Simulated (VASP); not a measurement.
Set up this calculation in VASP 6.6.1, as the native input.

* Task: single point
* Functional: PBEsol
* Potentials or basis: VASP PAW PBE potentials, release 64 (Os)
* Cutoff: 520 eV
* k mesh: 14 × 14 × 14
* Occupations: fermi-dirac, width 0.05 eV
* Spin: no spin polarisation
* Dipole correction: no
* Further INCAR settings: ALGO = Normal; EDIFF = 1e-06; NBANDS = 10

The structure of Os lies in POSCAR:

```
Os
1.0
    0.0000000000      1.9839000000      1.9450000000
    1.9839000000      0.0000000000      1.9450000000
    1.9839000000      1.9839000000      0.0000000000
Os
1
Direct
    0.0000000000      0.0000000000      0.0000000000
```

This cell differs from its parent crystal: equal xx and yy strain of +2 %.

One way to write it, as run:

INCAR

```
ALGO     = Normal         # electronic algorithm
EDIFF    = 1E-6           # SCF threshold, eV
ENCUT    = 520            # plane-wave cutoff, eV
GGA      = PS             # functional
ISIF     = 2              # what is computed and relaxed
ISMEAR   = -1             # smearing method
LASPH    = T              # aspherical terms in the spheres
LCHARG   = T              # write CHGCAR
LELF     = T              # ELF
LREAL    = F              # projectors in reciprocal space
LVHAR    = T            
LWAVE    = F              # write WAVECAR
NBANDS   = 10             # bands
NELM     = 100            # most SCF steps
PREC     = Accurate       # precision mode
SIGMA    = 0.05           # smearing width, eV
```

KPOINTS

```
k-points
0
Gamma
  14 14 14
```

Potentials or basis: VASP PAW PBE potentials, release 64 (Os).

Run with:

```sh
$ cat potpaw_PBE.64/Os/POTCAR > POTCAR
$ mpirun -np 1 vasp_std > vasp.out
```

Results of the run:

```yaml
Pressure: -31.8 GPa
Band_gap_on_the_k_mesh: zero (band 4 reaches 10.30 eV, above the bottom of band 5 at 6.62 eV)
```

Caveat: the cell differs from its parent crystal (equal xx and yy strain of +2 %); the PAW data sets were made with another functional, which shifts forces and pressure a little; spin-orbit coupling is left out, which moves the levels of the heavy elements.

Run time: 11 s on 1 thread of Intel(R) Xeon(R) 6975P-C (Granite Rapids), on a shared host, peak memory 0.17 GiB.
